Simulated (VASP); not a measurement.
# NiO (Fm-3m) in VASP: a series of runs

The runs below take NiO through single point, with r2SCAN.

Everything below comes from runs of VASP 6.6.1. Logs are shortened: lines on timing, memory, paths and dates and some standing lists are left out, and cuts for length are marked.

**1. The cell of the first run**

The structure is cubic, space group Fm-3m (No. 225). Conventional cell: a = 4.220 Å, b = 4.220 Å, c = 4.220 Å, α = 90.00°, β = 90.00°, γ = 90.00°. Within 2.8 Å of Ni (site symmetry m-3m) lie 6 O at 2.11 Å. O (site symmetry m-3m) has 6 Ni at 2.11 Å within 2.8 Å.

**2. Single point, r2SCAN, collinear spin, ferromagnetic start**

POSCAR reads:

```
NiO
1.0
    0.0000000000      2.1099651944      2.1099651944
    2.1099651944      0.0000000000      2.1099651944
    2.1099651944      2.1099651944      0.0000000000
Ni O
1 1
Direct
    0.0000000000      0.0000000000      0.0000000000
    0.5000000000      0.5000000000      0.5000000000
```

INCAR.step1 reads:

```
PREC = Accurate
ENCUT = 520
ISMEAR = 0
SIGMA = 0.05
LREAL = F
LASPH = T
NELM = 150
ISPIN = 2
MAGMOM = 2 0
LMAXMIX = 4
NBANDS = 19
GGA = PE
ALGO = Normal
EDIFF = 1E-4
LWAVE = T
LCHARG = F
```

INCAR.step2 reads:

```
PREC = Accurate
ENCUT = 520
EDIFF = 1E-6
ISMEAR = 0
SIGMA = 0.05
LREAL = F
LASPH = T
NELM = 150
ALGO = Normal
ISIF = 2
LWAVE = F
LCHARG = F
ISPIN = 2
MAGMOM = 2 0
LORBIT = 11
LMAXMIX = 4
METAGGA = R2SCAN
LMIXTAU = T
NBANDS = 19
ISTART = 1
```

KPOINTS reads:

```
Automatic mesh
0
Gamma
  14 14 14
```

Potentials or basis: VASP PAW PBE potentials, release 64 (Ni, O).

Launch:

```
$ cat potpaw_PBE.64/Ni/POTCAR potpaw_PBE.64/O/POTCAR > POTCAR
$ cp INCAR.step1 INCAR
$ mpirun -np 1 vasp_std > vasp.out
$ cp INCAR.step2 INCAR
$ mpirun -np 1 vasp_std > vasp.out
```

OUTCAR:

```text
PREC = Accurate
   ENCUT = 520
   EDIFF = 1E-6
   ISMEAR = 0
   LREAL = F
   LASPH = T
   NELM = 150
   ISIF = 2
   ISPIN = 2
   LORBIT = 11
   METAGGA = R2SCAN
   ISTART = 1

 ion  position               nearest neighbor table
   1  0.000  0.000  0.000-   2 2.11   2 2.11   2 2.11   2 2.11   2 2.11   2 2.11
   2  0.500  0.500  0.500-   1 2.11   1 2.11   1 2.11   1 2.11   1 2.11   1 2.11

  LATTYP: Found a face centered cubic cell.
 ALAT       =     4.2199303888

  Lattice vectors:

 A1 = (   0.0000000000,   2.1099651944,   2.1099651944)
 A2 = (   2.1099651944,   0.0000000000,   2.1099651944)
 A3 = (   2.1099651944,   2.1099651944,   0.0000000000)

Analysis of symmetry for initial positions (statically):
=====================================================================
 Subroutine PRICEL returns:
 Original cell was already a primitive cell.

 Routine SETGRP: Setting up the symmetry group for a
 face centered cubic supercell.

 Subroutine GETGRP returns: Found 48 space group operations
 (whereof 48 operations were pure point group operations)
 out of a pool of 48 trial point group operations.

The static configuration has the point symmetry O_h .

Analysis of symmetry for dynamics (positions and initial velocities):
=====================================================================
 Subroutine PRICEL returns:
 Original cell was already a primitive cell.

 Routine SETGRP: Setting up the symmetry group for a
 face centered cubic supercell.

 Subroutine GETGRP returns: Found 48 space group operations
 (whereof 48 operations were pure point group operations)
 out of a pool of 48 trial point group operations.

The dynamic configuration has the point symmetry O_h .

Analysis of structural, dynamic, and magnetic symmetry:
=====================================================================
 Subroutine PRICEL returns:
 Original cell was already a primitive cell.

 Routine SETGRP: Setting up the symmetry group for a
 face centered cubic supercell.

 Subroutine GETGRP returns: Found 48 space group operations
 (whereof 48 operations were pure point group operations)
 out of a pool of 48 trial point group operations.

The overall configuration has the point symmetry O_h .

 Subroutine INISYM returns: Found 48 space group operations
 (whereof 48 operations are pure point group operations),
 and found     1 'primitive' translations

----------------------------------------------------------------------------------------

                                     Primitive cell
[... 108 lines left out ...]
   IALGO  =     38    algorithm
   IMIX   =      4    mixing-type and parameters
     AMIX     =   0.40;   BMIX     =  1.00
     AMIX_MAG =   1.60;   BMIX_MAG =  1.00
  volume/ion in A,a.u.               =       9.39        63.39
  Fermi-wavevector in a.u.,A,eV,Ry     =   1.551778  2.932435 32.763024  2.408014
  Thomas-Fermi vector in A             =   2.656248
   LORBIT       =     11    0 simple, 1 ext, 2 COOP (PROOUT), +10 PAW based schemes
   METAGGA = R2SCAN    functional components
   LHFCALC =     F    Hartree Fock is set to
   AEXX    =    0.0000 exact exchange contribution
   IVDW    =     0    specifies the selected vdW correction
   LEPSILON=     F    determine dielectric tensor
   LRPA    =     F    only Hartree local field effects (RPA)
 spin polarized calculation
 Gauss-broadening in eV      SIGMA  =   0.05
  energy-cutoff  :      520.00
  volume of cell :       18.79
 maximum number of plane-waves:       531
 NGX is ok and might be reduce to    24

 number of electron      16.0000015 magnetization       2.0000217

 Free energy of the ion-electron system (eV)
  ---------------------------------------------------
  ext. energy  EPLUGINS =         0.00000000
  ---------------------------------------------------
  free energy    TOTEN  =       -20.10554961 eV

  energy without entropy =      -20.10554961  energy(sigma->0) =      -20.10554961

 E-fermi :   7.2490     XC(G=0): -13.2102

 val. band max:        7.0222775423   @ k =   0.5000   0.0000   0.0000
 cond. band min:       7.8355103925   @ k =   0.0000   0.0000   0.0000
 fundamental gap:      0.8132328502
 Fermi energy:         7.2489606063

 spin component 1

 k-point     1 :       0.0000    0.0000    0.0000
  band No.  band energies     occupation
      1     -13.7268      1.00000
      2       3.1200      1.00000
      3       3.1201      1.00000
      4       4.0276      1.00000
      5       4.0277      1.00000
      6       4.0278      1.00000
[... 517 lines left out ...]
     18      37.7329      0.00000
     19      38.6435      0.00000

 [... further k-points ...]

 spin component 2

 k-point     1 :       0.0000    0.0000    0.0000
  band No.  band energies     occupation
      1     -13.1968      1.00000
      2       4.9144      1.00000
      3       4.9146      1.00000
      4       4.9147      1.00000
      5       5.0825      1.00000
      6       5.0825      1.00000
[... 517 lines left out ...]
     18      38.5481      0.00000
     19      39.5278      0.00000

 [... further k-points ...]
[... 5 lines left out ...]
  --------------------------------------------------------------------------------------
  -------------------------------------------------------------------------------------
  Total       -0.5287516     -0.5287516     -0.5287516      0.0000000      0.0000000     -0.0000000
  in kB      -45.0927194    -45.0927194    -45.0927194      0.0000000      0.0000000     -0.0000000
  external PRESSURE =     -45.0927194 kB  Pullay stress =       0.0000000 kB

 VOLUME and BASIS-vectors are now :
 -----------------------------------------------------------------------------
  energy-cutoff  :      520.00
  volume of cell :       18.79
      direct lattice vectors                 reciprocal lattice vectors
     0.000000000  2.109965194  2.109965194    -0.236970734  0.236970734  0.236970734
     2.109965194  0.000000000  2.109965194     0.236970734 -0.236970734  0.236970734
     2.109965194  2.109965194  0.000000000     0.236970734  0.236970734 -0.236970734

 POSITION                                       TOTAL-FORCE (eV/Angst)
 -----------------------------------------------------------------------------------
      0.00000      0.00000      0.00000         0.000000      0.000000      0.000000
      2.10997      2.10997      2.10997         0.000000      0.000000      0.000000
 -----------------------------------------------------------------------------------
    total drift:                                0.000000     -0.000000     -0.000000

  FREE ENERGIE OF THE ION-ELECTRON SYSTEM (eV)
  ---------------------------------------------------
  free  energy   TOTEN  =       -20.1055496052 eV

  energy  without entropy=      -20.1055496052  energy(sigma->0) =      -20.10554961

 total charge

# of ion       s       p       d       tot
------------------------------------------
    1        0.327   0.395   8.152   8.873
    2        1.555   3.478   0.000   5.032
--------------------------------------------------
tot          1.881   3.873   8.152  13.906

 magnetization (x)

# of ion       s       p       d       tot
------------------------------------------
    1        0.011   0.011   1.674   1.696
    2        0.027   0.246   0.000   0.273
--------------------------------------------------
tot          0.038   0.257   1.674   1.969
```

It took 1.8 min on 1 thread of Intel Xeon 6975P-C (Granite Rapids), shared host; peak memory 0.2 GiB.

What came out:

| Property | Result |
| --- | --- |
| Free energy | -20.1055 eV |
| Pressure | -4.5 GPa |
| Band gap on the k mesh | 0.81 eV (least direct gap 1.66 eV) |
| Net moment | 2.00 μB per cell |
| Site moments | Ni +1.70; O +0.27 μB |
| Valence electrons inside the program's atomic spheres | Ni 8.87; O 5.03 |

Levels at points of the mesh, in eV from the valence-band top:
Spin up:
| k point | band 5 | band 6 | band 7 | band 8 | band 9 | band 10 | band 11 | band 12 | band 13 | band 14 |
| --- | --- | --- | --- | --- | --- | --- | --- | --- | --- | --- |
| (0.00, 0.00, 0.00) | -2.99 | -2.99 | -2.62 | -2.62 | -2.62 | 2.07 | 18.75 | 19.49 | 19.49 | 19.49 |
| (0.50, 0.00, 0.00) | -2.45 | -2.44 | -1.78 | 0.00 | 0.00 | 6.34 | 10.68 | 14.74 | 14.74 | 21.82 |
| (0.50, 0.50, 0.00) | -3.72 | -3.62 | -3.11 | -2.13 | -2.13 | 6.66 | 11.49 | 12.69 | 17.45 | 17.45 |
Spin down:
```tsv
k point	band 3	band 4	band 5	band 6	band 7	band 8	band 9	band 10	band 11	band 12
(0.00, 0.00, 0.00)	-2.11	-2.11	-1.94	-1.94	-1.94	0.81	0.81	2.62	18.84	19.82
(0.50, 0.00, 0.00)	-4.16	-4.16	-1.20	-1.20	-0.84	3.47	3.47	6.63	11.50	15.15
(0.50, 0.50, 0.00)	-3.33	-3.33	-2.93	-1.16	-1.16	1.26	1.75	7.30	12.09	13.05
```

Caveat: the cell stands under tension; the PAW data sets were made with another functional, which shifts forces and pressure a little; a cell with one magnetic atom can't hold antiferromagnetic order, which such compounds often take. r2SCAN opens gaps a little over a GGA but as a rule still falls short of measured ones.

**3. Single point, r2SCAN, collinear spin, antiferromagnetic start**

This run uses another cell than the first one: it holds 4 atoms, not 2.

POSCAR reads:

```
NiO
1.0
    0.0000000000      2.0943165011     -2.0943165011
    0.0000000000      2.0943165011      2.0943165011
    4.1886330022      0.0000000000      0.0000000000
Ni O
2 2
Direct
    0.0000000000      0.0000000000      0.0000000000
    0.5000000000      0.5000000000      0.5000000000
    0.0000000000      1.0000000000      0.5000000000
    0.5000000000      1.5000000000      1.0000000000
```

INCAR.step1 reads:

```
SYSTEM = NiO
PREC = Accurate
ENCUT = 520
ISMEAR = 0
SIGMA = 0.05
LREAL = .False.
LASPH = .True.
NELM = 150
ISPIN = 2
MAGMOM = 2 -2 0 0
LMAXMIX = 4
NBANDS = 28
GGA = PE
ALGO = Normal
EDIFF = 1E-4
LWAVE = .True.
LCHARG = .False.
```

INCAR.step2 reads:

```
SYSTEM = NiO
PREC = Accurate
ENCUT = 520
EDIFF = 1E-7
ISMEAR = 0
SIGMA = 0.05
LREAL = .False.
LASPH = .True.
NELM = 150
ALGO = Normal
ISIF = 2
LWAVE = .False.
LCHARG = .False.
ISPIN = 2
MAGMOM = 2 -2 0 0
LORBIT = 11
LMAXMIX = 4
METAGGA = R2SCAN
LMIXTAU = .True.
NBANDS = 28
ISTART = 1
```

KPOINTS reads:

```
regular mesh
0
Gamma
  8 8 6
  0 0 0
```

Potentials or basis: VASP PAW PBE potentials, release 64 (Ni, O).

Launch:

```
$ cat potpaw_PBE.64/Ni/POTCAR potpaw_PBE.64/O/POTCAR > POTCAR
$ cp INCAR.step1 INCAR
$ mpirun -np 1 vasp_std > vasp.out
$ cp INCAR.step2 INCAR
$ mpirun -np 1 vasp_std > vasp.out
```

Wall time 3.2 min (1 thread of Intel Xeon 6975P-C (Granite Rapids), shared host); peak memory 0.22 GiB.

The run converged. Its results:

```yaml
Free_energy: -40.1664 eV
Pressure: 0.1 GPa
Band_gap_on_the_k_mesh: 0.79 eV
Net_moment: 0.00 μB per cell
Site_moments: Ni +1.72, -1.72; O -0.10, +0.10 μB
Valence_electrons_inside_the_program's_atomic_spheres: Ni 8.91; O 5.05
```

Stress tensor (GPa, compression positive):
```
-0.11  0.00  0.00
 0.00  0.26  0.00
 0.00  0.00  0.26
```

Levels at points of the mesh, in eV from the valence-band top:
Spin up:
| k point | band 13 | band 14 | band 15 | band 16 | band 17 | band 18 | band 19 | band 20 |
| --- | --- | --- | --- | --- | --- | --- | --- | --- |
| (0.00, 0.00, 0.00) | -2.51 | -2.51 | -1.70 | -1.70 | 0.80 | 1.09 | 2.27 | 6.93 |
| (0.50, 0.00, 0.00) | -1.78 | -1.34 | -1.15 | -0.27 | 1.38 | 3.25 | 7.85 | 8.08 |
| (0.50, 0.50, 0.00) | -2.38 | -1.79 | -1.79 | -1.40 | 1.16 | 1.43 | 6.65 | 7.19 |
| (0.00, 0.00, 0.50) | -1.81 | -1.81 | -1.29 | -1.29 | 0.79 | 1.60 | 6.05 | 6.68 |
| (0.50, 0.00, 0.50) | -1.31 | -1.29 | 0.00 | 0.00 | 3.25 | 3.27 | 6.29 | 6.39 |
| (0.50, 0.50, 0.50) | -1.84 | -1.65 | -1.65 | -1.40 | 1.42 | 2.09 | 9.11 | 9.76 |
Spin down:
```
           k point  band 12  band 13  band 14  band 15  band 16  band 17  band 18  band 19  band 20  band 21
(0.00, 0.00, 0.00)    -2.54    -2.51    -2.51    -1.70    -1.70     0.80     1.09     2.27     6.93    11.76
(0.50, 0.00, 0.00)    -1.86    -1.78    -1.34    -1.15    -0.27     1.38     3.25     7.85     8.08    11.69
(0.50, 0.50, 0.00)    -3.47    -2.38    -1.79    -1.79    -1.40     1.16     1.43     6.65     7.19    11.76
(0.00, 0.00, 0.50)    -2.23    -1.81    -1.81    -1.29    -1.29     0.79     1.60     6.05     6.68    13.99
(0.50, 0.00, 0.50)    -1.87    -1.31    -1.29     0.00     0.00     3.25     3.27     6.29     6.39    10.85
(0.50, 0.50, 0.50)    -2.36    -1.84    -1.65    -1.65    -1.40     1.42     2.09     9.11     9.76    11.53
```

Caveat: the PAW data sets were made with another functional, which shifts forces and pressure a little.

**4. Single point, r2SCAN, collinear spin, antiferromagnetic start**

This run uses another cell than the first one: it holds 4 atoms, not 2.

POSCAR reads:

```
NiO
1.0
   -2.0943165011     -2.0943165011      4.1886330022
   -4.1886330022     -2.0943165011      2.0943165011
   -2.0943165011     -4.1886330022      2.0943165011
Ni O
2 2
Direct
    0.0000000000      0.0000000000      0.0000000000
    0.5000000000      0.5000000000      0.5000000000
    1.2500000000     -0.7500000000     -0.7500000000
    1.7500000000     -0.2500000000     -0.2500000000
```

INCAR.step1 is that of step 3.

INCAR.step2, as its differences from that of step 3:

```diff
@@ -12,3 +12,3 @@
 LWAVE = .False.
-LCHARG = .False.
+LCHARG = .True.
 ISPIN = 2
@@ -19,2 +19,4 @@
 LMIXTAU = .True.
+LELF = .True.
+LVHAR = .True.
 NBANDS = 28
```

KPOINTS reads:

```
Automatic mesh
0
Gamma
  10 10 10
  0 0 0
```

Launch:

```
$ cat potpaw_PBE.64/Ni/POTCAR potpaw_PBE.64/O/POTCAR > POTCAR
$ cp INCAR.step1 INCAR
$ mpirun -np 1 vasp_std > vasp.out
$ cp INCAR.step2 INCAR
$ mpirun -np 1 vasp_std > vasp.out
```

Wall time 33 min (1 thread of Intel Xeon Platinum 8259CL at 2.50GHz (Skylake/Cascade Lake), shared host); peak memory 0.43 GiB.

The run converged, but its numbers aren't listed here, since they failed a check.

Caveat: the result breaks the symmetry of the cell; the cell stands under tension; the PAW data sets were made with another functional, which shifts forces and pressure a little.
